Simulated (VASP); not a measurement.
# H (P6_3/mmc) in VASP: further runs

H is run at these levels: PBE; tasks: single point.

Program: VASP 6.6.1. These are calculated values, not measurements. Logs are shortened: lines on timing, memory, paths and dates and some standing lists are left out, and cuts for length are marked.

## 1. The cell of the first run

It takes space group P6_3/mmc (No. 194, hexagonal). Conventional cell: a = 3.747 Å, b = 3.747 Å, c = 4.931 Å, α = 90.00°, β = 90.00°, γ = 120.00°. Within 1.0 Å of H (site symmetry 3m) lie 1 H at 0.75 Å.

## 2. Single point, PBE

INCAR

```
SYSTEM = H
PREC = Accurate
ENCUT = 500
EDIFF = 1E-6
ISMEAR = 0
SIGMA = 0.02
LREAL = .False.
LASPH = .True.
NELM = 120
ALGO = Normal
ISIF = 2
LWAVE = .False.
LCHARG = .False.
GGA = PE
NBANDS = 10
GGA_COMPAT = .False.
```

KPOINTS

```
regular mesh
0
Gamma
  9 9 6
  0 0 0
```

POSCAR

```
H
1.0
    3.7470861274      0.0000000000      0.0000000000
   -1.8735430637      3.2450717765      0.0000000000
    0.0000000000      0.0000000000      4.9306504445
H
4
Direct
    0.3333333333      0.6666666667      0.1738858178
    0.6666666667      0.3333333333      0.6738858178
    0.6666666667      0.3333333333      0.8261141822
    0.3333333333      0.6666666667      0.3261141822
```

Potentials or basis: VASP PAW PBE potentials, release 64 (H).

Launch:

```bash
> cat potpaw_PBE.64/H/POTCAR > POTCAR
> mpirun -np 1 vasp_std > vasp.out
```

OUTCAR:

```text
SYSTEM = H
   PREC = Accurate
   ENCUT = 500
   EDIFF = 1E-6
   ISMEAR = 0
   LREAL = .False.
   LASPH = .True.
   NELM = 120
   ISIF = 2
   GGA = PE

 ion  position               nearest neighbor table
   1  0.333  0.667  0.174-   4 0.75
   2  0.667  0.333  0.674-   3 0.75
   3  0.667  0.333  0.826-   2 0.75
   4  0.333  0.667  0.326-   1 0.75

  LATTYP: Found a hexagonal cell.
 ALAT       =     3.7470861274
 C/A-ratio  =     1.3158625868

  Lattice vectors:

 A1 = (   3.7470861274,   0.0000000000,   0.0000000000)
 A2 = (  -1.8735430637,   3.2450717765,   0.0000000000)
 A3 = (   0.0000000000,   0.0000000000,   4.9306504445)

Analysis of symmetry for initial positions (statically):
=====================================================================
 Subroutine PRICEL returns:
 Original cell was already a primitive cell.

 Routine SETGRP: Setting up the symmetry group for a
 hexagonal supercell.

 Subroutine GETGRP returns: Found 24 space group operations
 (whereof 12 operations were pure point group operations)
 out of a pool of 24 trial point group operations.

The static configuration has the point symmetry D_3d.
 The point group associated with its full space group is D_6h.

Analysis of symmetry for dynamics (positions and initial velocities):
=====================================================================
 Subroutine PRICEL returns:
 Original cell was already a primitive cell.

 Routine SETGRP: Setting up the symmetry group for a
 hexagonal supercell.

 Subroutine GETGRP returns: Found 24 space group operations
 (whereof 12 operations were pure point group operations)
 out of a pool of 24 trial point group operations.

The dynamic configuration has the point symmetry D_3d.
 The point group associated with its full space group is D_6h.

 Subroutine INISYM returns: Found 24 space group operations
 (whereof 12 operations are pure point group operations),
 and found     1 'primitive' translations

----------------------------------------------------------------------------------------

                                     Primitive cell

  volume of cell :      59.9546

  direct lattice vectors                    reciprocal lattice vectors
     3.747086127  0.000000000  0.000000000     0.266874037  0.154079797  0.000000000
    -1.873543064  3.245071777  0.000000000     0.000000000  0.308159594  0.000000000
[... 97 lines left out ...]
   POTIM  = 0.5000    time-step for ionic-motion
   TEBEG  =    0.0;   TEEND  =   0.0 temperature during run
   PSTRESS=    0.0 pullay stress
   NELECT =       4.0000    total number of electrons
   NUPDOWN=      -1.0000    fix difference up-down
   EMIN   =  10.00;   EMAX   =-10.00  energy-range for DOS
   EFERMI =   0.00;   METHOD = LEGACY
   ISMEAR =     0;   SIGMA  =   0.02  broadening in eV -4-tet -1-fermi 0-gaus
   EFERMI_NEDOS =   21; number of points for ismear=-14 and -15
   IALGO  =     38    algorithm
   IMIX   =      4    mixing-type and parameters
     AMIX     =   0.40;   BMIX     =  1.00
     AMIX_MAG =   1.60;   BMIX_MAG =  1.00
  volume/ion in A,a.u.               =      14.99       101.15
  Fermi-wavevector in a.u.,A,eV,Ry     =   0.663979  1.254738  5.998368  0.440868
  Thomas-Fermi vector in A             =   1.737525
   LORBIT       =      0    0 simple, 1 ext, 2 COOP (PROOUT), +10 PAW based schemes
   GGA     = PE    functional components
   LHFCALC =     F    Hartree Fock is set to
   AEXX    =    0.0000 exact exchange contribution
   IVDW    =     0    specifies the selected vdW correction
   LEPSILON=     F    determine dielectric tensor
   LRPA    =     F    only Hartree local field effects (RPA)
 non-spin polarized calculation
 Gauss-broadening in eV      SIGMA  =   0.02
  energy-cutoff  :      500.00
  volume of cell :       59.95
 maximum number of plane-waves:      1553
 NGX is ok and might be reduce to    28
   NGX = 13   NGY = 13   NGZ = 17

 number of electron       4.0000001 magnetization

 Free energy of the ion-electron system (eV)
  ---------------------------------------------------
  ext. energy  EPLUGINS =         0.00000000
  ---------------------------------------------------
  free energy    TOTEN  =       -13.57383663 eV

  energy without entropy =      -13.57383663  energy(sigma->0) =      -13.57383663

 E-fermi :  -8.6170     XC(G=0):  -4.7393

 val. band max:       -8.7303027809   @ k =   0.0000   0.0000   0.0000
 cond. band min:       0.4839185807   @ k =   0.0000   0.0000   0.0000
 fundamental gap:      9.2142213616
 Fermi energy:        -8.6169736950

 k-point     1 :       0.0000    0.0000    0.0000
  band No.  band energies     occupation
      1     -10.3467      2.00000
      2      -8.7303      2.00000
      3       0.4839      0.00000
      4       3.5363      0.00000
      5       6.5235      0.00000
      6       8.1116      0.00000
      7       8.8152      0.00000
      8       8.8152      0.00000
      9      10.2719      0.00000
     10      10.2719      0.00000
[... 287 lines left out ...]
 k-point    24 :       0.3333    0.3333    0.1667
  band No.  band energies     occupation
      1      -9.1833      2.00000
      2      -9.1833      2.00000
      3       1.9317      0.00000
      4       2.5861      0.00000
      5       2.5861      0.00000
      6       5.4800      0.00000
      7       5.4800      0.00000
      8       5.9920      0.00000
      9      10.2103      0.00000
     10      13.4761      0.00000

 [... further k-points ...]

------------------------ aborting loop because EDIFF is reached ----------------------------------------

  FORCE on cell =-STRESS in cart. coord.  units (eV):
  Direction    XX          YY          ZZ          XY          YZ          ZX
  --------------------------------------------------------------------------------------
  -------------------------------------------------------------------------------------
  Total       -0.0420876     -0.0420876     -0.0627582      0.0000000      0.0000000      0.0000000
  in kB       -1.1247161     -1.1247161     -1.6771007      0.0000000      0.0000000      0.0000000
  external PRESSURE =      -1.3088443 kB  Pullay stress =       0.0000000 kB

 VOLUME and BASIS-vectors are now :
 -----------------------------------------------------------------------------
  energy-cutoff  :      500.00
  volume of cell :       59.95
      direct lattice vectors                 reciprocal lattice vectors
     3.747086127  0.000000000  0.000000000     0.266874037  0.154079797  0.000000000
    -1.873543064  3.245071777  0.000000000     0.000000000  0.308159594  0.000000000
     0.000000000  0.000000000  4.930650445     0.000000000  0.000000000  0.202812998

 POSITION                                       TOTAL-FORCE (eV/Angst)
 -----------------------------------------------------------------------------------
     -0.00000      2.16338      0.85737         0.000000      0.000000      0.008579
      1.87354      1.08169      3.32270        -0.000000     -0.000000      0.008579
      1.87354      1.08169      4.07328        -0.000000     -0.000000     -0.008579
     -0.00000      2.16338      1.60796         0.000000      0.000000     -0.008579
 -----------------------------------------------------------------------------------
    total drift:                               -0.000000      0.000000     -0.000000

  FREE ENERGIE OF THE ION-ELECTRON SYSTEM (eV)
  ---------------------------------------------------
  free  energy   TOTEN  =       -13.5738366263 eV

  energy  without entropy=      -13.5738366263  energy(sigma->0) =      -13.57383663
```

Wall time 26 s (1 thread of Intel Xeon 8259CL, shared host); peak memory 0.17 GiB.

Results:

| Quantity | Value |
| --- | --- |
| Free energy | -13.5738 eV |
| Pressure | -0.1 GPa |
| Largest force | 0.009 eV/Å |
| Band gap on the k mesh | 9.21 eV |

Forces in eV/Å, atoms in the order of the input:
```
H    0.000  0.000  0.009
H    0.000  0.000  0.009
H    0.000  0.000 -0.009
H    0.000  0.000 -0.009
```

Caveat: this functional lacks dispersion, which holds the molecules together, so the pressure and a relaxed volume are unreliable. A k mesh can miss the band edges.

## 3. Single point, PBE

This run uses another cell than the first one, of 16.11 Å³/atom.

INCAR

```
PREC = Accurate ; ENCUT = 500
EDIFF = 1E-6 ; ISMEAR = 0
SIGMA = 0.02 ; LREAL = F
LASPH = T ; NELM = 120
ALGO = Normal ; ISIF = 2
LWAVE = F ; LCHARG = F
GGA = PE ; NBANDS = 10
GGA_COMPAT = F
```

KPOINTS

```
Automatic mesh
0
Gamma
  9 9 6
```

POSCAR

```
H
1.0
    3.8401304226      0.0000000000      0.0000000000
   -1.9200652113      3.3256504998      0.0000000000
    0.0000000000      0.0000000000      5.0466615500
H
4
Direct
    0.3333333300      0.6666666700      0.1764958800
    0.6666666700      0.3333333300      0.6764958800
    0.6666666700      0.3333333300      0.8235041200
    0.3333333300      0.6666666700      0.3235041200
```

Potentials or basis: VASP PAW PBE potentials, release 64 (H).

Launch:

```bash
> cat potpaw_PBE.64/H/POTCAR > POTCAR
> mpirun -np 1 vasp_std > vasp.out
```

OUTCAR:

```text
PREC = Accurate
   ENCUT = 500
   EDIFF = 1E-6
   ISMEAR = 0
   LREAL = F
   LASPH = T
   NELM = 120
   ISIF = 2
   GGA = PE

 ion  position               nearest neighbor table
   1  0.333  0.667  0.176-   4 0.74
   2  0.667  0.333  0.676-   3 0.74
   3  0.667  0.333  0.824-   2 0.74
   4  0.333  0.667  0.324-   1 0.74

  LATTYP: Found a hexagonal cell.
 ALAT       =     3.8401304226
 C/A-ratio  =     1.3141901432

  Lattice vectors:

 A1 = (   3.8401304226,   0.0000000000,   0.0000000000)
 A2 = (  -1.9200652113,   3.3256504998,   0.0000000000)
 A3 = (   0.0000000000,   0.0000000000,   5.0466615500)

Analysis of symmetry for initial positions (statically):
=====================================================================
 Subroutine PRICEL returns:
 Original cell was already a primitive cell.

 Routine SETGRP: Setting up the symmetry group for a
 hexagonal supercell.

 Subroutine GETGRP returns: Found 24 space group operations
 (whereof 12 operations were pure point group operations)
 out of a pool of 24 trial point group operations.

The static configuration has the point symmetry D_3d.
 The point group associated with its full space group is D_6h.

Analysis of symmetry for dynamics (positions and initial velocities):
=====================================================================
 Subroutine PRICEL returns:
 Original cell was already a primitive cell.

 Routine SETGRP: Setting up the symmetry group for a
 hexagonal supercell.

 Subroutine GETGRP returns: Found 24 space group operations
 (whereof 12 operations were pure point group operations)
 out of a pool of 24 trial point group operations.

The dynamic configuration has the point symmetry D_3d.
 The point group associated with its full space group is D_6h.

 Subroutine INISYM returns: Found 24 space group operations
[... 126 lines left out ...]
   GGA     = PE    functional components
   LHFCALC =     F    Hartree Fock is set to
   AEXX    =    0.0000 exact exchange contribution
   IVDW    =     0    specifies the selected vdW correction
   LEPSILON=     F    determine dielectric tensor
   LRPA    =     F    only Hartree local field effects (RPA)
 non-spin polarized calculation
 Gauss-broadening in eV      SIGMA  =   0.02
  energy-cutoff  :      500.00
  volume of cell :       64.45
 maximum number of plane-waves:      1654
 NGX is ok and might be reduce to    28
   NGX = 13   NGY = 13   NGZ = 19

 number of electron       4.0000004 magnetization

 Free energy of the ion-electron system (eV)
  ---------------------------------------------------
  ext. energy  EPLUGINS =         0.00000000
  ---------------------------------------------------
  free energy    TOTEN  =       -13.57293593 eV

  energy without entropy =      -13.57293593  energy(sigma->0) =      -13.57293593

 E-fermi :  -8.8249     XC(G=0):  -4.5701

 val. band max:       -8.9301976202   @ k =   0.0000   0.0000   0.0000
 cond. band min:       0.4689545818   @ k =   0.0000   0.0000   0.0000
 fundamental gap:      9.3991522020
 Fermi energy:        -8.8248559303

 k-point     1 :       0.0000    0.0000    0.0000
  band No.  band energies     occupation
      1     -10.3278      2.00000
      2      -8.9302      2.00000
      3       0.4690      0.00000
      4       3.0451      0.00000
      5       6.1455      0.00000
      6       7.7269      0.00000
      7       8.3271      0.00000
      8       8.3271      0.00000
      9       9.7148      0.00000
     10       9.7148      0.00000
[... 287 lines left out ...]
 k-point    24 :       0.3333    0.3333    0.1667
  band No.  band energies     occupation
      1      -9.3227      2.00000
      2      -9.3227      2.00000
      3       1.7895      0.00000
      4       2.4334      0.00000
      5       2.4334      0.00000
      6       5.1529      0.00000
      7       5.1529      0.00000
      8       5.6607      0.00000
      9       9.6958      0.00000
     10      12.6848      0.00000

 [... further k-points ...]

------------------------ aborting loop because EDIFF is reached ----------------------------------------

  FORCE on cell =-STRESS in cart. coord.  units (eV):
  Direction    XX          YY          ZZ          XY          YZ          ZX
  --------------------------------------------------------------------------------------
  -------------------------------------------------------------------------------------
  Total       -0.0614665     -0.0614665      0.3683653      0.0000000      0.0000000      0.0000000
  in kB       -1.5279952     -1.5279952      9.1571971      0.0000000      0.0000000      0.0000000
  external PRESSURE =       2.0337356 kB  Pullay stress =       0.0000000 kB

 VOLUME and BASIS-vectors are now :
 -----------------------------------------------------------------------------
  energy-cutoff  :      500.00
  volume of cell :       64.45
      direct lattice vectors                 reciprocal lattice vectors
     3.840130423  0.000000000  0.000000000     0.260407822  0.150346526  0.000000000
    -1.920065211  3.325650500  0.000000000     0.000000000  0.300693052  0.000000000
     0.000000000  0.000000000  5.046661550     0.000000000  0.000000000  0.198150795

 POSITION                                       TOTAL-FORCE (eV/Angst)
 -----------------------------------------------------------------------------------
     -0.00000      2.21710      0.89071        -0.000000     -0.000000     -0.301934
      1.92007      1.10855      3.41405        -0.000000      0.000000     -0.301934
      1.92007      1.10855      4.15595        -0.000000      0.000000      0.301934
     -0.00000      2.21710      1.63262         0.000000     -0.000000      0.301934
 -----------------------------------------------------------------------------------
    total drift:                                0.000001     -0.000000      0.000000

  FREE ENERGIE OF THE ION-ELECTRON SYSTEM (eV)
  ---------------------------------------------------
  free  energy   TOTEN  =       -13.5729359271 eV

  energy  without entropy=      -13.5729359271  energy(sigma->0) =      -13.57293593
```

OSZICAR:

```text
N       E                     dE             d eps       ncg     rms          rms(c)
DAV:   1    -0.580773966462E+01   -0.58077E+01   -0.14000E+03   960   0.258E+02
DAV:   2    -0.145666551238E+02   -0.87589E+01   -0.86730E+01  1346   0.490E+01
DAV:   3    -0.148264682535E+02   -0.25981E+00   -0.25967E+00  1124   0.790E+00
DAV:   4    -0.148273617047E+02   -0.89345E-03   -0.89344E-03  1064   0.538E-01
DAV:   5    -0.148273656514E+02   -0.39467E-05   -0.39467E-05  1068   0.368E-02    0.636E+00
DAV:   6    -0.139735276269E+02    0.85384E+00   -0.40420E-01  1040   0.222E+00    0.346E+00
DAV:   7    -0.135652894378E+02    0.40824E+00   -0.93877E-01  1044   0.349E+00    0.416E-01
DAV:   8    -0.135758018052E+02   -0.10512E-01   -0.16977E-02   992   0.563E-01    0.282E-01
DAV:   9    -0.135728720988E+02    0.29297E-02   -0.63293E-03  1014   0.274E-01    0.194E-02
DAV:  10    -0.135729279247E+02   -0.55826E-04   -0.92338E-05  1024   0.562E-02    0.810E-03
DAV:  11    -0.135729338393E+02   -0.59146E-05   -0.53959E-06   972   0.199E-02    0.127E-03
DAV:  12    -0.135729358500E+02   -0.20106E-05   -0.15215E-07   906   0.210E-03    0.432E-04
DAV:  13    -0.135729359271E+02   -0.77109E-07   -0.15464E-08   534   0.107E-03
   1 F= -.13572936E+02 E0= -.13572936E+02  d E =-.290930E-16
```

stdout:

```text
POSCAR found type information on POSCAR H
 POSCAR found :  1 types and       4 ions
 scaLAPACK will be used
 LDA part: xc-table for (Slater+PW92), standard interpolation
 POSCAR, INCAR and KPOINTS ok, starting setup
 FFT: planning ... GRIDC
 FFT: planning ... GRID_SOFT
 FFT: planning ... GRID
 WAVECAR not read
 entering main loop
```

Run time: 24 s. Hardware: 1 thread of Intel Xeon 8259CL, shared host; peak memory 0.17 GiB.

What came out:

```yaml
Free_energy: -13.5729 eV
Pressure: 0.2 GPa
Largest_force: 0.302 eV/Å
Band_gap_on_the_k_mesh: 9.40 eV
```

Forces in eV/Å, atoms in the order of the input:
```
H    0.000  0.000 -0.302
H    0.000  0.000 -0.302
H    0.000  0.000  0.302
H    0.000  0.000  0.302
```

Levels at points of the mesh, in eV from the valence-band top:
```csv
k point,band 1,band 2,band 3,band 4,band 5,band 6
"(0.00, 0.00, 0.00)",-1.40,0.00,9.40,11.98,15.08,16.66
"(0.00, 0.00, 0.50)",-0.76,-0.76,10.42,10.42,17.20,17.20
```

Caveat: this functional lacks dispersion, which holds the molecules together, so the pressure and a relaxed volume are unreliable.

## 4. Single point, PBE

This run uses another cell than the first one, of 16.11 Å³/atom.

INCAR

```
  PREC = Accurate
  ENCUT = 500
  EDIFF = 1E-6
  ISMEAR = 0
  SIGMA = 0.02
  LREAL = F
  LASPH = T
  NELM = 120
  ALGO = Normal
  ISIF = 2
  LWAVE = F
  LCHARG = F
  GGA = PE
  NBANDS = 10
  GGA_COMPAT = F
```

KPOINTS

```
regular mesh
0
Gamma
  9 9 6
```

POSCAR

```
H
1.0
    3.8401304226      0.0000000000      0.0000000000
   -1.9200652113      3.3256504998      0.0000000000
    0.0000000000      0.0000000000      5.0466615500
H
4
Direct
    0.3333333333      0.6666666667      0.1756273648
    0.6666666667      0.3333333333      0.6756273648
    0.6666666667      0.3333333333      0.8243726352
    0.3333333333      0.6666666667      0.3243726352
```

Launch:

```bash
> cat potpaw_PBE.64/H/POTCAR > POTCAR
> mpirun -np 1 vasp_std > vasp.out
```

Run time: 23 s. Hardware: 1 thread of Intel Xeon 8259CL, shared host; peak memory 0.17 GiB.

The run converged. Its results:

```yaml
Free_energy: -13.5755 eV
Pressure: -0.2 GPa
Largest_force: 0.007 eV/Å
Band_gap_on_the_k_mesh: 9.29 eV
```

Forces in eV/Å, atoms in the order of the input:
```
H    0.000  0.000  0.007
H    0.000  0.000  0.007
H    0.000  0.000 -0.007
H    0.000  0.000 -0.007
```

Levels at points of the mesh, in eV from the valence-band top:
```tsv
k point	band 1	band 2	band 3	band 4	band 5
(0.00, 0.00, 0.00)	-1.42	0.00	9.29	11.96	15.02
(0.00, 0.00, 0.50)	-0.77	-0.77	10.35	10.35	17.11
```

Caveat: this functional lacks dispersion, which holds the molecules together, so the pressure and a relaxed volume are unreliable. A k mesh can miss the band edges.

## 5. The runs side by side

```csv
cell,gap on the mesh (eV),pressure (GPa),largest force (eV/Å)
"a = 3.747, b = 3.747, c = 4.931 Å, angles 90.0, 90.0, 120.0°, 4 atoms, atomic positions A",9.21,-0.1,0.01
"a = 3.840, b = 3.840, c = 5.047 Å, angles 90.0, 90.0, 120.0°, 4 atoms, atomic positions B",9.40,0.2,0.30
"a = 3.840, b = 3.840, c = 5.047 Å, angles 90.0, 90.0, 120.0°, 4 atoms, atomic positions C",9.29,-0.2,0.01
```

Alike in all rows: task single point; level PBE; potentials or basis VASP PAW PBE potentials, release 64 (H); no spin polarisation; k mesh 9 × 9 × 6; cutoff (eV) 500; smearing gaussian 0.02 eV.

Caveats: this functional lacks dispersion, which holds the molecules together, so the pressure and a relaxed volume are unreliable.

Absolute energies hang on the potentials; compare differences alone.
